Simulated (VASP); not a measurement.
Wanted: the native input for a VASP 6.6.1 run.

```
Task                   : electric field gradients
Functional             : PBEsol
Potentials or basis    : VASP PAW PBE potentials, release 64 (Cd, S)
Cutoff                 : 520 eV
k mesh                 : 7 × 7 × 4
Occupations            : fermi-dirac, width 0.01 eV
Spin                   : no spin polarisation
Dipole correction      : no
Further INCAR settings : ALGO = Normal; EDIFF = 1e-08; NBANDS = 26
```

The structure of CdS lies in POSCAR:

```
CdS
1.0
    4.2174951875      0.0000000000      0.0000000000
   -2.1087475937      3.6524579727      0.0000000000
    0.0000000000      0.0000000000      6.7490000000
Cd S
2 2
Direct
    0.3333333333      0.6666666667      0.0000000000
    0.6666666667      0.3333333333      0.5000000000
    0.3333333333      0.6666666667      0.3850000000
    0.6666666667      0.3333333333      0.8850000000
```

This cell differs from its parent crystal: equal xx and yy strain of +2 %.

The input as run:

INCAR

```
PREC = Accurate
ENCUT = 520
EDIFF = 1E-8
ISMEAR = -1
SIGMA = 0.01
LREAL = False
LASPH = True
NELM = 80
ALGO = Normal
ISIF = 2
LWAVE = False
LCHARG = False
GGA = PS
LEFG = True
NBANDS = 26
```

KPOINTS

```
Automatic mesh
0
Gamma
  7 7 4
```

Potentials or basis: VASP PAW PBE potentials, release 64 (Cd, S).

Command:

```console
$ cat potpaw_PBE.64/Cd/POTCAR potpaw_PBE.64/S/POTCAR > POTCAR
$ mpirun -np 1 vasp_std > vasp.out
```

Results of the run:

```json
{"Pressure": "-2.4 GPa", "Largest force": "0.123 eV/Å", "Band gap on the k mesh": "0.99 eV", "Largest electric field gradient by atom": "Cd +18.9; S -9.1 V/Å²"}
```

Caveat: the cell differs from its parent crystal (equal xx and yy strain of +2 %); without QUAD_EFG the Cq values of the log hold for a quadrupole moment of 1 mb, not for the nuclei; the PAW data sets were made with another functional, which shifts forces and pressure a little.

It took 2.1 min on 1 thread of Intel Xeon 8259CL (shared host), peak memory 0.24 GiB.
